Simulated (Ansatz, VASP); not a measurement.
# CsCdCl3: VASP beside Ansatz

```
CELL_PARAMETERS angstrom
5.20000 0.00000 0.00000
0.00000 5.20000 0.00000
0.00000 0.00000 5.20000
ATOMIC_POSITIONS crystal
Cs 0.00000 0.00000 0.00000
Cd 0.50000 0.50000 0.50000
Cl 0.00000 0.50000 0.58413
Cl 0.50000 0.00000 0.58413
Cl 0.50000 0.50000 0.08413
```

Change from the starting cell: all Cl atoms moved +0.438 Å, as atom 3 along Cartesian [0 0 1].

Alike in both runs: task single point; functional LDA; k mesh 6 × 6 × 6; occupations gaussian, width 0.05 eV; no spin polarisation.

|  | VASP | Ansatz |
| --- | --- | --- |
| version | VASP 6.6.1 | Ansatz 0.2.0 |
| potentials or method | VASP PAW LDA potentials, release 64 (Cs_sv, Cd, Cl), cutoff 520 eV | scalar-relativistic, plane waves, PAW |
| valence electrons in the cell | 42 | 50 |

Ansatz gave:

| Quantity | Value |
| --- | --- |
| gap on the k mesh at the Fermi level (eV) | 1.88 |
| least direct gap on the mesh (eV) | 2.22 |
| pressure (GPa) | 1.3 |
| traceless stress, the component that is largest in VASP (GPa) | 6.17 |
| rms of the force components (eV/Å) | 1.316 |

Question: Estimate VASP's values.

Answer: gap on the k mesh at the Fermi level (eV): 1.90; least direct gap on the mesh (eV): 2.23; pressure (GPa): 1.7; traceless stress, the component that is largest in VASP (GPa): 6.42; rms of the force components (eV/Å): 1.386.

LDA's correlation is that of Perdew and Zunger in VASP and of Perdew and Wang (1992) in Ansatz. Atom by atom the forces differ by 0.071 eV/Å (rms over components). VASP's potentials hold 42 valence electrons a cell and Ansatz's 50, so a difference there can come from the potentials and not from the codes.

Neither program's run includes spin-orbit coupling.
